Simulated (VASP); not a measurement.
TiSi3O8:

```
Si Ti O
1.0
     2.88580    0.00000    0.00000
     0.00000    6.26171    0.00000
     0.00000    0.00000    6.87017
Si Ti O
3 1 8
Cartesian
  0.0000 4.7069 -0.2663
  0.0000 1.5548 -0.2663
  1.4429 3.1309 3.5348
  1.4429 0.0000 3.9238
  1.4429 4.4633 4.4654
  1.4429 4.8918 0.4943
  0.0000 0.0000 2.8546
  0.0000 0.0000 5.7146
  1.4429 1.7984 4.4654
  1.4429 1.3699 0.4943
  0.0000 3.1309 2.7162
  0.0000 3.1309 6.2199
```

Base run:

| Property | Result |
| --- | --- |
| Program | VASP 6.6.1 |
| Functional | r2SCAN |
| Potentials or basis | VASP PAW PBE potentials, release 64 (Si, Ti_sv, O) |
| Cutoff | 520 eV |
| k mesh | 8 × 4 × 4 |
| Occupations | fermi-dirac, width 0.02 eV |
| Spin | no spin polarisation |

Its results: band gap on the k mesh 3.77 eV; pressure 0.6 GPa; largest force 0.183 eV/Å.

Task: The run is repeated on the same cell with these changes: functional from r2SCAN to PBE; further incar settings from ALGO = Normal; EDIFF = 1e-07; NBANDS = 48 to ALGO = Normal; EDIFF = 1e-06; NBANDS = 48. What comes out?

Result: Band gap on the k mesh 3.30 eV; pressure 6.8 GPa; largest force 0.468 eV/Å.

Caveats: the PAW data sets were made with another functional, which shifts forces and pressure a little (at least some runs); the cell stands under pressure (at least some runs).

A k mesh can miss the band edges.
